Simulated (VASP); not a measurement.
A run of VASP 6.6.1 is set up as follows.

The input INCAR:

```
PREC     = Accurate       # precision mode
ENCUT    = 500            # plane-wave cutoff, eV
EDIFF    = 1E-6           # SCF threshold, eV
ISMEAR   = -1             # smearing method
SIGMA    = 0.05           # smearing width, eV
LREAL    = False          # projectors in reciprocal space
LASPH    = True           # aspherical terms in the spheres
NELM     = 120            # most SCF steps
ALGO     = Normal         # electronic algorithm
ISIF     = 2              # what is computed and relaxed
LWAVE    = False          # write WAVECAR
LCHARG   = False          # write CHGCAR
NBANDS   = 23             # bands
GGA_COMPAT= False
```

The input KPOINTS:

```
Automatic mesh
0
Gamma
  9 9 5
```

POSCAR

```
Os
1.0
    2.6934947182      0.0000000000      0.0000000000
   -1.3467473591      2.3326348509      0.0000000000
    0.0000000000      0.0000000000      4.2655461046
Os
2
Direct
    0.3333333333      0.6666666667      0.2500000000
    0.6666666667      0.3333333333      0.7500000000
```

Potentials or basis: VASP PAW LDA potentials, release 64 (Os_sv_GW).

Launch:

```sh
$ cat potpaw_LDA.64/Os_sv_GW/POTCAR > POTCAR
$ mpirun -np 1 vasp_std > vasp.out
```

Task: What does it give for the pressure?

Result: 9.4 GPa.

Task: What does it give for the band gap on the k mesh?

Result: Zero (band 16 reaches 16.56 eV, above the bottom of band 17 at 12.44 eV).

Stress tensor (GPa, compression positive):
```
9.37 0.00 0.00
0.00 9.37 0.00
0.00 0.00 9.60
```

Caveat: spin-orbit coupling is left out, which moves the levels of the heavy elements.
